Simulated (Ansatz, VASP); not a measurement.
## KCl in VASP and in Ansatz

```
K Cl
1.0
     4.44978    0.00000    0.00000
     0.00000    4.44978    0.00000
     0.00000    0.00000   21.43941
K Cl
4 4
Direct
  0.00000 0.00000 0.27986
  0.50000 0.50000 0.42662
  0.00000 0.00000 0.57338
  0.50000 0.50000 0.72014
  0.50000 0.50000 0.27986
  0.00000 0.00000 0.42662
  0.50000 0.50000 0.57338
  0.00000 0.00000 0.72014
```

Alike in both runs: task single point; functional PBE; k mesh 3 × 3 × 1; no spin polarisation.

```csv
,VASP,Ansatz
version,VASP 6.6.1,Ansatz 0.2.0
potentials or method,"VASP PAW PBE potentials, release 64 (K_sv, Cl), cutoff 520 eV","plane waves, PAW"
occupations,"methfessel-paxton of order 1, width 0.15 eV","cold, width 0.15 eV"
valence electrons in the cell,64,64
```

```csv
,VASP,Ansatz,Ansatz less VASP
gap on the k mesh at the Fermi level (eV),4.96,4.94,-0.015
```

The k mesh is coarse, so the values compare programs but aren't converged.
